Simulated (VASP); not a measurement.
# W4C4N in VASP: single point with PBE+D3(BJ)

Aim: the single point of W4C4N with PBE+D3(BJ).

All numbers are computed with VASP 6.6.1; they aren't measurements. Logs are shortened: lines on timing, memory, paths and dates and some standing lists are left out, and cuts for length are marked.

### Step 1. The cell of the first run

The cell holds a slab with vacuum, 18 atoms: a = 5.710 Å, b = 5.710 Å, c = 15.205 Å, α = 90.00°, β = 90.00°, γ = 120.00°.

### Step 2. Single point, PBE+D3(BJ)

INCAR

```
PREC = Accurate
ENCUT = 520
EDIFF = 1E-6
ISMEAR = -1
SIGMA = 0.05
LREAL = Auto
LASPH = T
NELM = 80
ALGO = Normal
ISIF = 2
LWAVE = F
LCHARG = T
GGA = PE
IVDW = 12
LELF = T
LVHAR = T
NBANDS = 92
```

KPOINTS

```
Automatic mesh
0
Gamma
  2 2 1
```

POSCAR

```
W4C4N
1.0
    5.7102600000      0.0000000000      0.0000000000
   -2.8551300000      4.9452300000      0.0000000000
    0.0000000000      0.0000000000     15.2045300000
W C N
8 8 2
Direct
    0.0000000000      0.0000000000      0.0657699000
    0.0000864715      0.0000268560      0.2565502615
    0.0000000000      0.5000000000      0.0657699000
    0.0001136046      0.5000791543      0.2565917880
    0.5000000000      0.0000000000      0.0657699000
    0.5001703589      0.0001530607      0.2565474153
    0.5000000000      0.5000000000      0.0657699000
    0.5000763519      0.5000951778      0.2565432937
    0.3333861422      0.1666905715      0.1525559718
    0.3331349654      0.1664446800      0.3315601042
    0.3333405708      0.6666728534      0.1526067201
    0.3334792153      0.6666289157      0.3316172937
    0.8333515787      0.1666959231      0.1525602705
    0.8335024038      0.1664426316      0.3315545758
    0.8333296525      0.6666273428      0.1525570211
    0.8333194830      0.6665333397      0.3315625346
    0.6245203075      0.2603067993      0.5228778270
    0.7260308788      0.4829164307      0.5245046166
```

Potentials or basis: VASP PAW PBE potentials, release 64 (W_sv, C, N).

Launch:

```bash
$ cat potpaw_PBE.64/W_sv/POTCAR potpaw_PBE.64/C/POTCAR potpaw_PBE.64/N/POTCAR > POTCAR
$ mpirun -np 1 vasp_std > vasp.out
```

OUTCAR:

```text
PREC = Accurate
   ENCUT = 520
   EDIFF = 1E-6
   ISMEAR = -1
   LREAL = Auto
   LASPH = T
   NELM = 80
   ISIF = 2
   GGA = PE
   IVDW = 12
 IVDW          = 12

 ion  position               nearest neighbor table
   1  0.000  0.000  0.066-  13 2.11  15 2.11   9 2.11   7 2.86   3 2.86   3 2.86   7 2.86   5 2.86
                             5 2.86   2 2.90
   2  0.000  0.000  0.257-  14 2.00  10 2.00  16 2.01   9 2.28  13 2.28  15 2.28   4 2.85   8 2.85
                             6 2.86   6 2.86   8 2.86   4 2.86   1 2.90
   3  0.000  0.500  0.066-  15 2.11  13 2.11  11 2.11   5 2.86   1 2.86   1 2.86   5 2.86   7 2.86
                             7 2.86   4 2.90
   4  0.000  0.500  0.257-  16 2.00  12 2.00  14 2.01  11 2.28  15 2.28  13 2.28   6 2.85   8 2.85
                             2 2.85   2 2.86   8 2.86   6 2.86   3 2.90
   5  0.500  0.000  0.066-   9 2.11  13 2.11  11 2.11   7 2.86   3 2.86   7 2.86   3 2.86   1 2.86
                             1 2.86   6 2.90
   6  0.500  0.000  0.257-  14 2.00  10 2.00  12 2.01  13 2.28   9 2.28  11 2.28   4 2.85   2 2.86
                             8 2.86   8 2.86   2 2.86   4 2.86   5 2.90
   7  0.500  0.500  0.066-   9 2.11  15 2.11  11 2.11   5 2.86   1 2.86   5 2.86   1 2.86   3 2.86
                             3 2.86   8 2.90
   8  0.500  0.500  0.257-  16 2.00  12 2.00  10 2.01  11 2.28  15 2.28   9 2.28   4 2.85   2 2.85
                             6 2.86   6 2.86   2 2.86   4 2.86   7 2.90
   9  0.333  0.167  0.153-   5 2.11   7 2.11   1 2.11   2 2.28   6 2.28   8 2.28
  10  0.333  0.166  0.332-   2 2.00   6 2.00   8 2.01
  11  0.333  0.667  0.153-   5 2.11   7 2.11   3 2.11   8 2.28   4 2.28   6 2.28
  12  0.333  0.667  0.332-   8 2.00   4 2.00   6 2.01
  13  0.833  0.167  0.153-   3 2.11   1 2.11   5 2.11   6 2.28   2 2.28   4 2.28
  14  0.834  0.166  0.332-   2 2.00   6 2.00   4 2.01
  15  0.833  0.667  0.153-   3 2.11   7 2.11   1 2.11   8 2.28   2 2.28   4 2.28
  16  0.833  0.667  0.332-   4 2.00   8 2.00   2 2.01
  17  0.625  0.260  0.523-  18 1.10
  18  0.726  0.483  0.525-  17 1.10

  LATTYP: Found a hexagonal cell.
 ALAT       =     5.7102600000
 C/A-ratio  =     2.6626686000

  Lattice vectors:

 A1 = (   5.7102600000,   0.0000000000,   0.0000000000)
 A2 = (  -2.8551300000,   4.9452300000,   0.0000000000)
 A3 = (   0.0000000000,   0.0000000000,  15.2045300000)

Analysis of symmetry for initial positions (statically):
=====================================================================
 Subroutine PRICEL returns:
 Original cell was already a primitive cell.

 Routine SETGRP: Setting up the symmetry group for a
 hexagonal supercell.

 Subroutine GETGRP returns: Found  1 space group operations
 (whereof  1 operations were pure point group operations)
[... 136 lines left out ...]
   TEBEG  =    0.0;   TEEND  =   0.0 temperature during run
   PSTRESS=    0.0 pullay stress
   NELECT =     154.0000    total number of electrons
   NUPDOWN=      -1.0000    fix difference up-down
   EMIN   =  10.00;   EMAX   =-10.00  energy-range for DOS
   EFERMI =   0.00;   METHOD = LEGACY
   ISMEAR =    -1;   SIGMA  =   0.05  broadening in eV -4-tet -1-fermi 0-gaus
   EFERMI_NEDOS =   21; number of points for ismear=-14 and -15
   IALGO  =     38    algorithm
   IMIX   =      4    mixing-type and parameters
     AMIX     =   0.40;   BMIX     =  1.00
     AMIX_MAG =   1.60;   BMIX_MAG =  1.00
  volume/ion in A,a.u.               =      23.85       160.97
  Fermi-wavevector in a.u.,A,eV,Ry     =   1.163170  2.198073 18.408206  1.352965
  Thomas-Fermi vector in A             =   2.299723
   LORBIT       =      0    0 simple, 1 ext, 2 COOP (PROOUT), +10 PAW based schemes
   GGA     = PE    functional components
   LHFCALC =     F    Hartree Fock is set to
   AEXX    =    0.0000 exact exchange contribution
   IVDW    =    12    specifies the selected vdW correction
   LEPSILON=     F    determine dielectric tensor
   LRPA    =     F    only Hartree local field effects (RPA)
 non-spin polarized calculation
  energy-cutoff  :      520.00
  volume of cell :      429.35
 maximum number of plane-waves:     11613
   NGX = 21   NGY = 21   NGZ = 57

 number of electron     154.0000007 magnetization

 Free energy of the ion-electron system (eV)
  ---------------------------------------------------
  ext. energy  EPLUGINS =         0.00000000
  ---------------------------------------------------
  free energy    TOTEN  =      -179.03112956 eV

  energy without entropy =     -178.91505074  energy(sigma->0) =     -178.97309015

 E-fermi :   1.3602     XC(G=0):  -7.2596

 val. band max:        1.3367686054   @ k =   0.5000   0.5000   0.0000
 cond. band min:       1.4975259889   @ k =   0.0000   0.0000   0.0000
 fundamental gap:      0.1607573835
 Fermi energy:         1.3601863004

 k-point     1 :       0.0000    0.0000    0.0000
  band No.  band energies     occupation
      1     -72.7436      2.00000
      2     -72.6724      2.00000
      3     -72.6720      2.00000
      4     -72.6718      2.00000
      5     -72.3321      2.00000
      6     -72.2567      2.00000
[... 357 lines left out ...]
     88       3.3194      0.00000
     89       3.3195      0.00000
 [bands above 89 left out]

------------------------ aborting loop because EDIFF is reached ----------------------------------------

 Edisp (eV)   -5.03709

 E8    (eV) :    -2.3447

  FORCE on cell =-STRESS in cart. coord.  units (eV):
  Direction    XX          YY          ZZ          XY          YZ          ZX
  --------------------------------------------------------------------------------------
  -------------------------------------------------------------------------------------
  Total      13.26972    15.16425     0.28513    -0.09633     0.04360    -0.01219
  in kB      49.51729    56.58693     1.06401    -0.35945     0.16270    -0.04550
  external pressure =       35.72 kB  Pullay stress =        0.00 kB

 VOLUME and BASIS-vectors are now :
 -----------------------------------------------------------------------------
  energy-cutoff  :      520.00
  volume of cell :      429.35
      direct lattice vectors                 reciprocal lattice vectors
     5.710260000  0.000000000  0.000000000     0.175123374  0.101107532  0.000000000
    -2.855130000  4.945230000  0.000000000     0.000000000  0.202215064  0.000000000
     0.000000000  0.000000000 15.204530000     0.000000000  0.000000000  0.065769873

 POSITION                                       TOTAL-FORCE (eV/Angst)
 -----------------------------------------------------------------------------------
      0.00000      0.00000      1.00000         0.000781     -0.002737     -0.037626
      0.00042      0.00013      3.90073         0.001295      0.003055     -0.044919
     -1.42756      2.47261      1.00000         0.003049     -0.000158     -0.035997
     -1.42714      2.47301      3.90136        -0.002404      0.004497     -0.050236
      2.85513      0.00000      1.00000         0.001859     -0.000443     -0.035453
      2.85567      0.00076      3.90068        -0.008217     -0.001849     -0.028991
[... 10 lines left out ...]
      2.82296      1.28728      7.95011         0.088613     -1.753706     -0.041221
      2.76704      2.38813      7.97485        -0.085995      1.751719      0.034179
 -----------------------------------------------------------------------------------
    total drift:                                0.001887     -0.000874      0.065036

  FREE ENERGIE OF THE ION-ELECTRON SYSTEM (eV)
  ---------------------------------------------------
  free  energy   TOTEN  =      -184.0682168411 eV

  energy  without entropy=     -183.9521380237  energy(sigma->0) =     -184.01017743
```

Run time: 7.2 min. Hardware: 1 thread of AMD EPYC 9R45 (Zen 5), shared host; peak memory 0.47 GiB.

What came out:

- Free energy: -184.0682 eV
- Largest force: 1.756 eV/Å
- Band gap on the k mesh: zero (bands 77 and 78 overlap by 0.33 eV)
- Dispersion energy per atom: -0.280 eV

Forces in eV/Å, atoms in the order of the input:
```
W    0.001 -0.003 -0.038
W    0.001  0.003 -0.045
W    0.003  0.000 -0.036
W   -0.002  0.004 -0.050
W    0.002  0.000 -0.035
W   -0.008 -0.002 -0.029
W   -0.001  0.000 -0.039
W    0.007 -0.005 -0.038
C   -0.001  0.001 -0.008
C   -0.003 -0.003  0.084
C    0.000 -0.001 -0.018
C   -0.003  0.004  0.095
C    0.001  0.001 -0.009
C    0.001  0.000  0.097
C    0.001  0.002 -0.011
C   -0.001  0.001  0.087
N    0.089 -1.754 -0.041
N   -0.086  1.752  0.034
```

Caveat: the k points lie up to 0.64 Å⁻¹ apart; the standard files for N, O and F lose accuracy on very short bonds; spin-orbit coupling is left out, which moves the levels of the heavy elements.
